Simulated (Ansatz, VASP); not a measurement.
One calculation of RbCl, two programs

```
Rb Cl
1.0
     0.00000    3.27400    3.27400
     3.27400    0.00000    3.27400
     3.27400    3.27400    0.00000
Rb Cl
1 1
Cartesian
  0.0000 0.0000 0.0000
  3.2740 3.2740 3.2740
```

Alike in both runs: task relaxation of cell and atoms; functional PBE; k mesh 6 × 6 × 6; occupations gaussian, width 0.02 eV; no spin polarisation.

|  | VASP | Ansatz |
| --- | --- | --- |
| version | VASP 6.6.1 | Ansatz 0.2.0 |
| potentials or method | VASP PAW PBE potentials, release 64 (Rb_sv, Cl), cutoff 500 eV | scalar-relativistic, plane waves, PAW |
| valence electrons in the cell | 16 | 16 |

Ansatz gave:

| Property | Result |
| --- | --- |
| gap on the k mesh at the Fermi level, each at its own relaxed structure (eV) | 4.84 |
| relaxed volume (Å³/atom) | 37.57 |
| relaxed cell length with the largest relative difference (Å) | 4.736 |

Estimate VASP's values.

gap on the k mesh at the Fermi level, each at its own relaxed structure (eV): 4.83; relaxed volume (Å³/atom): 37.55; relaxed cell length with the largest relative difference (Å): 4.736.
